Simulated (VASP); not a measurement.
Al, 3 atoms in the cell. The cell holds a slab with vacuum, 3 atoms: a = 2.864 Å, b = 2.864 Å, c = 16.050 Å, α = 90.00°, β = 90.00°, γ = 90.00°. 

```yaml
Program: VASP 6.6.1
Task: single point
Functional: PBE
Potentials_or_basis: VASP PAW PBE potentials, release 64 (Al)
Cutoff: 400 eV
k_mesh: 7 × 7 × 1
Occupations: methfessel-paxton, width 0.1 eV
Spin: no spin polarisation
Dipole_correction: yes
Further_INCAR_settings: ALGO = Normal; EDIFF = 1e-06; NBANDS = 12; NELMDL = -8
```

Potentials or basis: VASP PAW PBE potentials, release 64 (Al).

Command:

```bash
$ cat potpaw_PBE.64/Al/POTCAR > POTCAR
$ mpirun -np 1 vasp_std > vasp.out
```

Hardware: 1 thread of Intel(R) Xeon(R) Platinum 8259CL CPU @ 2.50GHz (Skylake/Cascade Lake), on a shared host.

Estimate the wall time of this run.

It took 14 s on 1 thread of Intel(R) Xeon(R) Platinum 8259CL CPU @ 2.50GHz (Skylake/Cascade Lake) (shared host), peak memory 0.18 GiB. Counts: scf iterations 21, k points 10.
